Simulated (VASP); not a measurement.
# Rb (Fd-3m) in VASP: notebook

The runs below take Rb through single point, relaxation of cell and atoms, with PBEsol.

All numbers are computed with VASP 6.6.1; they aren't measurements. Logs are shortened: lines on timing, memory, paths and dates and some standing lists are left out, and cuts for length are marked.

## (1) The cell of the first run

It takes space group Fd-3m (No. 227, cubic). Conventional cell: a = 10.135 Å, b = 10.135 Å, c = 10.135 Å, α = 90.00°, β = 90.00°, γ = 90.00°. Within 5.8 Å of Rb (site symmetry -43m) lie 4 Rb at 4.39 Å.

## (2) Single point, PBEsol

INCAR reads:

```
PREC = Accurate
ENCUT = 520
EDIFF = 1E-6
ISMEAR = -1
SIGMA = 0.05
LREAL = False
LASPH = True
NELM = 60
ALGO = Normal
ISIF = 2
LWAVE = False
LCHARG = False
GGA = PS
NBANDS = 16
```

KPOINTS reads:

```
regular mesh
0
Gamma
  8 8 8
```

POSCAR reads:

```
Rb
1.0
    0.0000000000      5.0674443306      5.0674443306
    5.0674443306      0.0000000000      5.0674443306
    5.0674443306      5.0674443306      0.0000000000
Rb
2
Direct
   -0.1250000000     -0.1250000000     -0.1250000000
    0.1250000000      0.1250000000      0.1250000000
```

Potentials or basis: VASP PAW PBE potentials, release 64 (Rb_sv).

Launch:

```sh
$ cat potpaw_PBE.64/Rb_sv/POTCAR > POTCAR
$ mpirun -np 1 vasp_std > vasp.out
```

OUTCAR:

```text
PREC = Accurate
   ENCUT = 520
   EDIFF = 1E-6
   ISMEAR = -1
   LREAL = False
   LASPH = True
   NELM = 60
   ISIF = 2
   GGA = PS

 ion  position               nearest neighbor table
   1  0.875  0.875  0.875-   2 4.39   2 4.39   2 4.39   2 4.39
   2  0.125  0.125  0.125-   1 4.39   1 4.39   1 4.39   1 4.39

  LATTYP: Found a face centered cubic cell.
 ALAT       =    10.1348886612

  Lattice vectors:

 A1 = (   0.0000000000,   5.0674443306,   5.0674443306)
 A2 = (   5.0674443306,   0.0000000000,   5.0674443306)
 A3 = (   5.0674443306,   5.0674443306,   0.0000000000)

Analysis of symmetry for initial positions (statically):
=====================================================================
 Subroutine PRICEL returns:
 Original cell was already a primitive cell.

 Routine SETGRP: Setting up the symmetry group for a
 face centered cubic supercell.

 Subroutine GETGRP returns: Found 48 space group operations
 (whereof 12 operations were pure point group operations)
 out of a pool of 48 trial point group operations.

The static configuration has the point symmetry D_3d.
 The point group associated with its full space group is O_h .

Analysis of symmetry for dynamics (positions and initial velocities):
=====================================================================
 Subroutine PRICEL returns:
 Original cell was already a primitive cell.

 Routine SETGRP: Setting up the symmetry group for a
 face centered cubic supercell.

 Subroutine GETGRP returns: Found 48 space group operations
 (whereof 12 operations were pure point group operations)
 out of a pool of 48 trial point group operations.

The dynamic configuration has the point symmetry D_3d.
 The point group associated with its full space group is O_h .

 Subroutine INISYM returns: Found 48 space group operations
 (whereof 12 operations are pure point group operations),
 and found     1 'primitive' translations

----------------------------------------------------------------------------------------

                                     Primitive cell

  volume of cell :     260.2537

  direct lattice vectors                    reciprocal lattice vectors
     0.000000000  5.067444331  5.067444331    -0.098669066  0.098669066  0.098669066
     5.067444331  0.000000000  5.067444331     0.098669066 -0.098669066  0.098669066
     5.067444331  5.067444331  0.000000000     0.098669066  0.098669066 -0.098669066

  length of vectors
     7.166448499  7.166448499  7.166448499     0.170899836  0.170899836  0.170899836

  position of ions in fractional coordinates (direct lattice)
     0.875000000  0.875000000  0.875000000
     0.125000000  0.125000000  0.125000000

  ion indices of the primitive-cell ions
   primitive index   ion index
                 1           1
                 2           2

----------------------------------------------------------------------------------------

 KPOINTS: regular mesh

Automatic generation of k-mesh.
 Grid dimensions read from file:
 generate k-points for:    8    8    8

 Generating k-lattice:

  Cartesian coordinates                     Fractional coordinates (reciprocal lattice)
    -0.012333633  0.012333633  0.012333633     0.125000000  0.000000000  0.000000000
     0.012333633 -0.012333633  0.012333633     0.000000000  0.125000000  0.000000000
     0.012333633  0.012333633 -0.012333633     0.000000000  0.000000000  0.125000000

  Length of vectors
     0.021362479  0.021362479  0.021362479

  Shift w.r.t. Gamma in fractional coordinates (k-lattice)
     0.000000000  0.000000000  0.000000000

 Subroutine IBZKPT returns following result:
 ===========================================

 Found     29 irreducible k-points:

 Following reciprocal coordinates:
            Coordinates               Weight
  0.000000  0.000000  0.000000      1.000000
  0.125000  0.000000  0.000000      8.000000
  0.250000  0.000000  0.000000      8.000000
  0.375000  0.000000  0.000000      8.000000
  0.500000  0.000000  0.000000      4.000000
  0.125000  0.125000  0.000000      6.000000
[... 16 lines left out ...]
  0.500000  0.250000  0.125000     48.000000
 -0.375000  0.250000  0.125000     24.000000
 [... further k-points ...]
   k-points           NKPTS =     29   k-points in BZ     NKDIM =     29   number of bands    NBANDS=     16
   number of dos      NEDOS =    301   number of ions     NIONS =      2
   total plane-waves  NPLWV = 157464
   dimension x,y,z NGX =    54 NGY =   54 NGZ =   54
   dimension x,y,z NGXF=   108 NGYF=  108 NGZF=  108
   ions per type =               2
   NGX,Y,Z   is equivalent  to a cutoff of  12.53, 12.53, 12.53 a.u.
   NGXF,Y,Z  is equivalent  to a cutoff of  25.05, 25.05, 25.05 a.u.
 SYSTEM =  unknown system
   PREC   = accura    normal or accurate (medium, high low for compatibility)
   ISTART =      0    job   : 0-new  1-cont  2-samecut
   ICHARG =      2    charge: 1-file 2-atom 10-const
   ISPIN  =      1    spin polarized calculation?
   LNONCOLLINEAR =      F non collinear calculations
   LSORBIT =      F    spin-orbit coupling
   LASPH  =      T    aspherical Exc in radial PAW
   ENCUT  =  520.0 eV  38.22 Ry    6.18 a.u.  13.32 13.32 13.32*2*pi/ulx,y,z
   NELM   =     60;   NELMIN=  2; NELMDL= -5     # of ELM steps
   EDIFF  = 0.1E-05   stopping-criterion for ELM
   LREAL  =      F    real-space projection
   EDIFFG = 0.1E-04   stopping-criterion for IOM
   NSW    =      0    number of steps for IOM
   IBRION =     -1    ionic relax: 0-MD 1-quasi-New 2-CG
   NFREE  =      0    steps in history (QN), initial steepest desc. (CG)
   ISIF   =      2    stress and relaxation
   ISYM   =      2    0-nonsym 1-usesym 2-fastsym
   POTIM  = 0.5000    time-step for ionic-motion
   TEBEG  =    0.0;   TEEND  =   0.0 temperature during run
   PSTRESS=    0.0 pullay stress
   NELECT =      18.0000    total number of electrons
   NUPDOWN=      -1.0000    fix difference up-down
   EMIN   =  10.00;   EMAX   =-10.00  energy-range for DOS
   EFERMI =   0.00;   METHOD = LEGACY
   ISMEAR =    -1;   SIGMA  =   0.05  broadening in eV -4-tet -1-fermi 0-gaus
   EFERMI_NEDOS =   21; number of points for ismear=-14 and -15
   IALGO  =     38    algorithm
   IMIX   =      4    mixing-type and parameters
     AMIX     =   0.40;   BMIX     =  1.00
     AMIX_MAG =   1.60;   BMIX_MAG =  1.00
  volume/ion in A,a.u.               =     130.13       878.14
  Fermi-wavevector in a.u.,A,eV,Ry     =   0.671996  1.269888  6.144100  0.451579
  Thomas-Fermi vector in A             =   1.747983
   LORBIT       =      0    0 simple, 1 ext, 2 COOP (PROOUT), +10 PAW based schemes
   GGA     = PS    functional components
   LHFCALC =     F    Hartree Fock is set to
   AEXX    =    0.0000 exact exchange contribution
   IVDW    =     0    specifies the selected vdW correction
   LEPSILON=     F    determine dielectric tensor
   LRPA    =     F    only Hartree local field effects (RPA)
 non-spin polarized calculation
  energy-cutoff  :      520.00
  volume of cell :      260.25
 maximum number of plane-waves:      7046
 NGX is ok and might be reduce to    54
   NGX = 27   NGY = 27   NGZ = 27

 number of electron      18.0000000 magnetization

 Free energy of the ion-electron system (eV)
  ---------------------------------------------------
  ext. energy  EPLUGINS =         0.00000000
  ---------------------------------------------------
  free energy    TOTEN  =        -1.49356762 eV

  energy without entropy =       -1.48067329  energy(sigma->0) =       -1.48712046

 E-fermi :  -0.6192     XC(G=0):  -4.6344

 val. band max:       -0.6254530110   @ k =   0.5000   0.5000   0.0000
 cond. band min:      -0.5706993519   @ k =   0.5000   0.1250   0.0000
 fundamental gap:      0.0547536590
 Fermi energy:        -0.6191976938

 k-point     1 :       0.0000    0.0000    0.0000
  band No.  band energies     occupation
      1     -29.9340      2.00000
      2     -29.9170      2.00000
      3     -14.0626      2.00000
      4     -14.0626      2.00000
      5     -14.0626      2.00000
      6     -13.9667      2.00000
[... 8 lines left out ...]
     15       1.7434      0.00000
     16       1.7434      0.00000

 k-point     2 :       0.1250    0.0000    0.0000
  band No.  band energies     occupation
      1     -29.9335      2.00000
      2     -29.9175      2.00000
      3     -14.0642      2.00000
      4     -14.0642      2.00000
      5     -14.0622      2.00000
      6     -13.9674      2.00000
[... 8 lines left out ...]
     15       1.6449      0.00000
     16       1.8145      0.00000

 k-point     3 :       0.2500    0.0000    0.0000
  band No.  band energies     occupation
      1     -29.9322      2.00000
      2     -29.9188      2.00000
      3     -14.0679      2.00000
      4     -14.0679      2.00000
      5     -14.0613      2.00000
      6     -13.9692      2.00000
[... 8 lines left out ...]
     15       1.6684      0.00000
     16       1.9711      0.00000

 k-point     4 :       0.3750    0.0000    0.0000
  band No.  band energies     occupation
      1     -29.9306      2.00000
      2     -29.9204      2.00000
      3     -14.0713      2.00000
      4     -14.0713      2.00000
      5     -14.0604      2.00000
      6     -13.9710      2.00000
[... 8 lines left out ...]
     15       1.6874      0.00000
     16       2.1542      0.00000

 k-point     5 :       0.5000    0.0000    0.0000
  band No.  band energies     occupation
      1     -29.9297      2.00000
      2     -29.9212      2.00000
      3     -14.0727      2.00000
      4     -14.0727      2.00000
      5     -14.0600      2.00000
      6     -13.9717      2.00000
[... 8 lines left out ...]
     15       1.6914      0.00000
     16       2.2506      0.00000

 k-point     6 :       0.1250    0.1250    0.0000
  band No.  band energies     occupation
      1     -29.9333      2.00000
      2     -29.9176      2.00000
      3     -14.0661      2.00000
      4     -14.0661      2.00000
      5     -14.0592      2.00000
      6     -13.9706      2.00000
[... 8 lines left out ...]
     15       1.6773      0.00000
     16       1.9074      0.00000

 k-point     7 :       0.2500    0.1250    0.0000
  band No.  band energies     occupation
      1     -29.9323      2.00000
      2     -29.9187      2.00000
      3     -14.0699      2.00000
      4     -14.0698      2.00000
      5     -14.0560      2.00000
      6     -13.9743      2.00000
[... 8 lines left out ...]
     15       1.7521      0.00000
     16       1.9823      0.00000

 k-point     8 :       0.3750    0.1250    0.0000
  band No.  band energies     occupation
      1     -29.9307      2.00000
      2     -29.9203      2.00000
      3     -14.0743      2.00000
      4     -14.0731      2.00000
      5     -14.0532      2.00000
      6     -13.9777      2.00000
[... 8 lines left out ...]
     15       1.7797      0.00000
     16       2.0998      0.00000

 k-point     9 :       0.5000    0.1250    0.0000
  band No.  band energies     occupation
      1     -29.9294      2.00000
      2     -29.9216      2.00000
      3     -14.0775      2.00000
      4     -14.0743      2.00000
      5     -14.0518      2.00000
      6     -13.9795      2.00000
[... 8 lines left out ...]
     15       1.8813      0.00000
     16       2.2943      0.00000
[... 172 lines left out ...]
 k-point    19 :       0.5000    0.3750    0.0000
  band No.  band energies     occupation
      1     -29.9271      2.00000
      2     -29.9239      2.00000
      3     -14.0829      2.00000
      4     -14.0814      2.00000
      5     -14.0260      2.00000
      6     -14.0059      2.00000
[... 8 lines left out ...]
     15       2.1690      0.00000
     16       2.3283      0.00000

 k-point    20 :      -0.3750    0.3750    0.0000
  band No.  band energies     occupation
      1     -29.9267      2.00000
      2     -29.9242      2.00000
      3     -14.0847      2.00000
      4     -14.0798      2.00000
      5     -14.0273      2.00000
      6     -14.0043      2.00000
[... 8 lines left out ...]
     15       2.0032      0.00000
     16       2.4543      0.00000

 k-point    21 :       0.5000    0.5000    0.0000
  band No.  band energies     occupation
      1     -29.9255      2.00000
      2     -29.9255      2.00000
      3     -14.0828      2.00000
      4     -14.0828      2.00000
      5     -14.0161      2.00000
      6     -14.0161      2.00000
[... 8 lines left out ...]
     15       2.3205      0.00000
     16       2.3205      0.00000

 k-point    22 :       0.3750    0.2500    0.1250
  band No.  band energies     occupation
      1     -29.9310      2.00000
      2     -29.9199      2.00000
      3     -14.0759      2.00000
      4     -14.0721      2.00000
      5     -14.0503      2.00000
      6     -13.9804      2.00000
[... 8 lines left out ...]
     15       1.7949      0.00000
     16       2.0863      0.00000

 k-point    23 :       0.5000    0.2500    0.1250
  band No.  band energies     occupation
      1     -29.9294      2.00000
      2     -29.9216      2.00000
      3     -14.0804      2.00000
      4     -14.0751      2.00000
      5     -14.0445      2.00000
      6     -13.9866      2.00000
[... 8 lines left out ...]
     15       1.8124      0.00000
     16       2.1605      0.00000

 k-point    24 :      -0.3750    0.2500    0.1250
  band No.  band energies     occupation
      1     -29.9285      2.00000
      2     -29.9225      2.00000
      3     -14.0819      2.00000
      4     -14.0765      2.00000
      5     -14.0418      2.00000
      6     -13.9895      2.00000
[... 8 lines left out ...]
     15       1.9390      0.00000
     16       2.2158      0.00000

 [... further k-points ...]

------------------------ aborting loop because EDIFF is reached ----------------------------------------

  FORCE on cell =-STRESS in cart. coord.  units (eV):
  Direction    XX          YY          ZZ          XY          YZ          ZX
  --------------------------------------------------------------------------------------
  -------------------------------------------------------------------------------------
  Total        0.0059333      0.0059333      0.0059333     -0.0000000     -0.0000000      0.0000000
  in kB        0.0365265      0.0365265      0.0365265     -0.0000000     -0.0000000      0.0000000
  external PRESSURE =       0.0365265 kB  Pullay stress =       0.0000000 kB

 VOLUME and BASIS-vectors are now :
 -----------------------------------------------------------------------------
  energy-cutoff  :      520.00
  volume of cell :      260.25
      direct lattice vectors                 reciprocal lattice vectors
     0.000000000  5.067444331  5.067444331    -0.098669066  0.098669066  0.098669066
     5.067444331  0.000000000  5.067444331     0.098669066 -0.098669066  0.098669066
     5.067444331  5.067444331  0.000000000     0.098669066  0.098669066 -0.098669066

 POSITION                                       TOTAL-FORCE (eV/Angst)
 -----------------------------------------------------------------------------------
      8.86803      8.86803      8.86803        -0.000000      0.000000     -0.000000
      1.26686      1.26686      1.26686         0.000000     -0.000000      0.000000
 -----------------------------------------------------------------------------------
    total drift:                               -0.000000      0.000000     -0.000000

  FREE ENERGIE OF THE ION-ELECTRON SYSTEM (eV)
  ---------------------------------------------------
  free  energy   TOTEN  =        -1.4935676212 eV

  energy  without entropy=       -1.4806732937  energy(sigma->0) =       -1.48712046
```

Run time: 2.4 min. Hardware: 1 thread of Oxide Virtual Turin-like, shared host; peak memory 0.4 GiB.

What came out:

```
Free energy            : -1.4936 eV
Pressure               : 0.0 GPa
Band gap on the k mesh : zero (band 9 reaches -0.46 eV, above the bottom of band 10 at -0.68 eV)
```

Levels at points of the mesh, in eV from the Fermi level:
```csv
k point,band 7,band 8,band 9,band 10,band 11,band 12
"(0.00, 0.00, 0.00)",-13.35,-13.35,-1.62,2.04,2.04,2.04
"(0.50, 0.00, 0.00)",-13.34,-13.34,-0.64,-0.06,1.75,1.75
"(0.50, 0.50, 0.00)",-13.33,-13.33,-0.01,-0.01,1.07,1.07
```

Caveat: the PAW data sets were made with another functional, which shifts forces and pressure a little.

## (3) Single point, PBEsol

INCAR reads:

```
SYSTEM = Rb
ALGO = Normal
EDIFF = 1E-7
ENCUT = 520
GGA = PS
ISIF = 2
ISMEAR = -1
LASPH = .True.
LCHARG = .False.
LREAL = .False.
LWAVE = .False.
NBANDS = 16
NELM = 60
PREC = Accurate
SIGMA = 0.05
```

KPOINTS reads:

```
k-points
0
Gamma
  8 8 8
  0 0 0
```

POSCAR is that of step 2.

Potentials or basis: VASP PAW PBE potentials, release 64 (Rb_sv).

Launch:

```sh
$ cat potpaw_PBE.64/Rb_sv/POTCAR > POTCAR
$ mpirun -np 1 vasp_std > vasp.out
```

Wall time 2.9 min (1 thread of Oxide Virtual Turin-like, shared host); peak memory 0.39 GiB.

Results (log left out):

```yaml
Free_energy: -1.4936 eV
Pressure: 0.0 GPa
Band_gap_on_the_k_mesh: zero (band 9 reaches -0.46 eV, above the bottom of band 10 at -0.68 eV)
```

Levels at points of the mesh, in eV from the Fermi level:
| k point | band 7 | band 8 | band 9 | band 10 | band 11 | band 12 |
| --- | --- | --- | --- | --- | --- | --- |
| (0.00, 0.00, 0.00) | -13.35 | -13.35 | -1.62 | 2.04 | 2.04 | 2.04 |
| (0.50, 0.00, 0.00) | -13.34 | -13.34 | -0.64 | -0.06 | 1.75 | 1.75 |
| (0.50, 0.50, 0.00) | -13.33 | -13.33 | -0.01 | -0.01 | 1.07 | 1.07 |

Caveat: the PAW data sets were made with another functional, which shifts forces and pressure a little.

## (4) Relaxation of cell and atoms, PBEsol

This run uses another cell than the first one, of 108.88 Å³/atom, 0.837 times its volume.

INCAR reads:

```
PREC = Accurate ; ENCUT = 600
EDIFF = 1E-6 ; ISMEAR = -1
SIGMA = 0.05 ; LREAL = False
LASPH = True ; NELM = 80
ALGO = Normal ; ISIF = 3
LWAVE = False ; LCHARG = False
GGA = PS ; IBRION = 2
NSW = 60 ; EDIFFG = -0.005
```

KPOINTS reads:

```
regular mesh
0
Gamma
  8 8 8
```

POSCAR reads:

```
Rb
1.0
    0.0000000000      4.7751025626      4.7751025626
    4.7751025626      0.0000000000      4.7751025626
    4.7751025626      4.7751025626      0.0000000000
Rb
2
Direct
   -0.1250000000     -0.1250000000     -0.1250000000
    0.1250000000      0.1250000000      0.1250000000
```

Launch:

```sh
$ cat potpaw_PBE.64/Rb_sv/POTCAR > POTCAR
$ mpirun -np 1 vasp_std > vasp.out
```

It took 12 min on 1 thread of Oxide Virtual Turin-like, shared host; peak memory 0.42 GiB.

The run converged. Its results:

* Free energy: -1.4934 eV
* Relaxed volume: 130.61 Å³/atom
* Relaxed cell: a = 7.175 Å, b = 7.175 Å, c = 7.175 Å, α = 60.00°, β = 60.00°, γ = 60.00°
* Space group after relaxing (to 0.05 Å): Fd-3m (No. 227)
* Energy gained by relaxing: 15.7 meV/atom
* Ionic steps: 6
* Pressure after relaxing: 0.0 GPa
* Band gap on the k mesh: zero (band 9 reaches -0.46 eV, above the bottom of band 10 at -0.69 eV)

The path:
| step | energy change (eV) | largest force (eV/Å) | pressure (GPa) | volume (Å³) |
| --- | --- | --- | --- | --- |
| 1 | 0.0000 | 0.0000 | 0.26 | 217.76 |
| 2 | -0.0083 | 0.0000 | 0.21 | 223.36 |
| 3 | -0.0252 | 0.0000 | 0.10 | 240.72 |
| 4 | -0.0281 | 0.0000 | -0.06 | 278.09 |
| 5 | -0.0313 | 0.0000 | -0.01 | 263.09 |
| 6 | -0.0314 | 0.0000 | 0.00 | 261.22 |

Final structure:
```yaml
crystal:
  lattice:
    - [0.00000, 5.07370, 5.07370]
    - [5.07370, 0.00000, 5.07370]
    - [5.07370, 5.07370, 0.00000]
  atoms:
    - { symbol: Rb, position: [0.87500, 0.87500, 0.87500] }
    - { symbol: Rb, position: [0.12500, 0.12500, 0.12500] }
```

Levels at points of the mesh, in eV from the Fermi level:
```tsv
k point	band 5	band 6	band 7	band 8	band 9	band 10	band 11	band 12	band 13
(0.00, 0.00, 0.00)	-13.44	-13.35	-13.35	-13.35	-1.61	2.04	2.04	2.04	2.22
(0.50, 0.00, 0.00)	-13.44	-13.35	-13.34	-13.34	-0.64	-0.06	1.75	1.75	2.00
(0.50, 0.50, 0.00)	-13.40	-13.40	-13.33	-13.33	-0.01	-0.01	1.07	1.07	1.65
```

Caveat: the volume moved by over 15 % at a fixed basis, so the end points are rough; the PAW data sets were made with another functional, which shifts forces and pressure a little.
